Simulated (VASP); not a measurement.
GaN: single point with PBE

The system is GaN.

```
Ga N
1.0
     0.00000    2.13650    2.13650
     2.13650    0.00000    2.13650
     2.13650    2.13650    0.00000
Ga N
1 1
Direct
  0.00000 0.00000 0.00000
  0.25000 0.25000 0.25000
```

This cell differs from its parent crystal: strain -5.0%.

```json
{
 "Program": "VASP 6.6.1",
 "Task": "single point",
 "Functional": "PBE",
 "Potentials or basis": "VASP PAW PBE potentials, release 64 (Ga_d, N)",
 "Cutoff": "520 eV",
 "k mesh": "10 × 10 × 10",
 "Occupations": "fermi-dirac, width 0.02 eV",
 "Spin": "no spin polarisation",
 "Dipole correction": "no",
 "Further INCAR settings": "ALGO = Normal; EDIFF = 1e-06; NBANDS = 16"
}
```

* Pressure: 48.3 GPa
* Band gap on the k mesh: 2.75 eV, direct

Levels at points of the mesh, in eV from the valence-band top:
| k point | band 7 | band 8 | band 9 | band 10 | band 11 | band 12 |
| --- | --- | --- | --- | --- | --- | --- |
| (0.00, 0.00, 0.00) | 0.00 | 0.00 | 0.00 | 2.75 | 11.32 | 11.32 |
| (0.50, 0.00, 0.00) | -8.19 | -1.19 | -1.19 | 5.75 | 9.51 | 11.19 |
| (0.50, 0.50, 0.00) | -6.83 | -3.33 | -3.33 | 3.38 | 7.57 | 12.97 |

It took 34 s on 1 thread of Intel Xeon 6975P-C, on a shared host, peak memory 0.14 GiB.

Caveat: the cell differs from its parent crystal (strain -5.0%).
